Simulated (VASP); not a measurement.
Te:

```
Te
1.0
     3.36670    0.00000    0.00000
    -1.68335    2.91565    0.00000
     0.00000    0.00000    3.13479
Te
1
Direct
  0.00000 0.00000 0.00000
```

This isn't the form of Te at room conditions, which is trigonal, of chains.

```yaml
Program: VASP 6.6.1
Task: relaxation of cell and atoms
Functional: PBE
Potentials_or_basis: VASP PAW PBE potentials, release 64 (Te)
Cutoff: 600 eV
k_mesh: 18 × 18 × 18
Occupations: gaussian, width 0.1 eV
Spin: no spin polarisation
```

At the start: pressure 0.4 GPa; volume 30.77 Å³/atom.

Q: How do energy, volume and symmetry change on relaxing?

A: Over 6 steps the energy falls by 2.1 meV/atom and the volume is 31.10 Å³/atom (+1.1 %); space group P6/mmm (No. 191, to 0.1 Å) before and after.

The path:
```
step  energy change (eV)  largest force (eV/Å)  pressure (GPa)  volume (Å³)
   1              0.0000                0.0000            0.42        30.77
   2             -0.0018                0.0000           -0.11        31.13
   3             -0.0019                0.0000           -0.20        31.19
   4             -0.0019                0.0000           -0.23        31.22
   5             -0.0020                0.0000            0.07        31.06
   6             -0.0021                0.0000           -0.01        31.10
```

Final structure:
```
Te
1.0
     3.40013    0.00000    0.00000
    -1.70007    2.94460    0.00000
     0.00000    0.00000    3.10620
Te
1
Cartesian
  3.4001 0.0000 0.0000
```
